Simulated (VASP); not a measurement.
Set up this calculation in VASP 6.6.1, as the native input.

```yaml
Task: relaxation of shape and atoms at fixed volume
Functional: PBE
Potentials_or_basis: VASP PAW PBE potentials, release 64 (Mg, F)
Cutoff: 600 eV
k_mesh: 6 × 6 × 8
Occupations: gaussian, width 0.02 eV
Spin: no spin polarisation
Dipole_correction: no
Further_INCAR_settings: ALGO = Normal; EDIFF = 1e-07; IBRION = 2; EDIFFG = -0.01; NSW = 50; ISIF = 4
```

The structure of MgF2 lies in POSCAR:

```
MgF2
1.0
    4.7952160167      0.0000000000      0.0000000000
    0.0000000000      4.7952160167      0.0000000000
    0.0000000000      0.0000000000      3.1465219856
Mg F
2 4
Direct
    0.0000000000      0.0000000000      0.0000000000
    0.5000000000      0.5000000000      0.5000000000
    0.3042908402      0.3042908402      0.0000000000
    0.1957091598      0.8042908402      0.5000000000
    0.6957091598      0.6957091598      0.0000000000
    0.8042908402      0.1957091598      0.5000000000
```

One way to write it, as run:

INCAR

```
SYSTEM = MgF2
  ALGO = Normal
  EDIFF = 1E-7
  EDIFFG = -0.01
  ENCUT = 600
  GGA = PE
  GGA_COMPAT = .FALSE.
  IBRION = 2
  ISIF = 4
  ISMEAR = 0
  LASPH = .TRUE.
  LCHARG = .FALSE.
  LREAL = .FALSE.
  LWAVE = .FALSE.
  NELM = 120
  NELMIN = 4
  NSW = 50
  PREC = Accurate
  SIGMA = 0.02
```

KPOINTS

```
k-points
0
G
  6 6 8
  0 0 0
```

Potentials or basis: VASP PAW PBE potentials, release 64 (Mg, F).

Launch:

```sh
$ cat potpaw_PBE.64/Mg/POTCAR potpaw_PBE.64/F/POTCAR > POTCAR
$ mpirun -np 1 vasp_std > vasp.out
```

It gave:

| Item | Value |
| --- | --- |
| Energy gained by relaxing | 0.2 meV/atom |
| Ionic steps | 3 |
| Pressure after relaxing | -5.5 GPa |
| Band gap on the k mesh | 6.44 eV |

Run time: 59 s on 1 thread of Intel(R) Xeon(R) 6975P-C (Granite Rapids) (shared host), peak memory 0.24 GiB.
